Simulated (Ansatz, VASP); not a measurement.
One calculation of Ba3CrP4, two programs

```xyz
8
Lattice="6.0600 0.0000 0.0000 0.0000 6.0600 0.0000 0.0000 0.0000 6.0600" Properties=species:S:1:pos:R:3 pbc="T T T"
Ba    3.0300    0.0000    0.0000
Ba    0.0000    3.0300    0.0000
Ba    0.0000    0.0000    3.0300
Cr    0.0000    0.0000    0.0000
P     1.4241    1.4241    1.4241
P     1.4241    4.6359    4.6359
P     4.6359    4.6359    1.4241
P     4.6359    1.4241    4.6359
```

Alike in both runs: task single point; functional PBE; k mesh 4 × 4 × 4; occupations gaussian, width 0.1 eV; collinear spin.

|  | VASP | Ansatz |
| --- | --- | --- |
| version | VASP 6.6.1 | Ansatz 0.2.0 |
| potentials or method | VASP PAW PBE potentials, release 64 (Ba_sv, Cr_pv, P), cutoff 520 eV | scalar-relativistic, plane waves, PAW |
| valence electrons in the cell | 62 | 64 |

```tsv
	VASP	Ansatz	Ansatz less VASP
gap on the k mesh at the Fermi level (eV)	none	none	-
pressure (GPa)	25.9	23.9	-2.05
rms of the force components (eV/Å)	0.585	0.510	-0.0744
net moment per atom (μB)	0.33	0.34	+0.005
size of the moment on the site where the two differ most (μB)	2.80	2.63	-0.169
```

Site moments also hang on the region over which each program counts them. Atom by atom the forces differ by 0.074 eV/Å (rms over components). A gap of «none» marks a metal or a gap that the smearing closes. VASP's potentials hold 62 valence electrons a cell and Ansatz's 64, so a difference there can come from the potentials and not from the codes.

Neither program's run includes spin-orbit coupling.
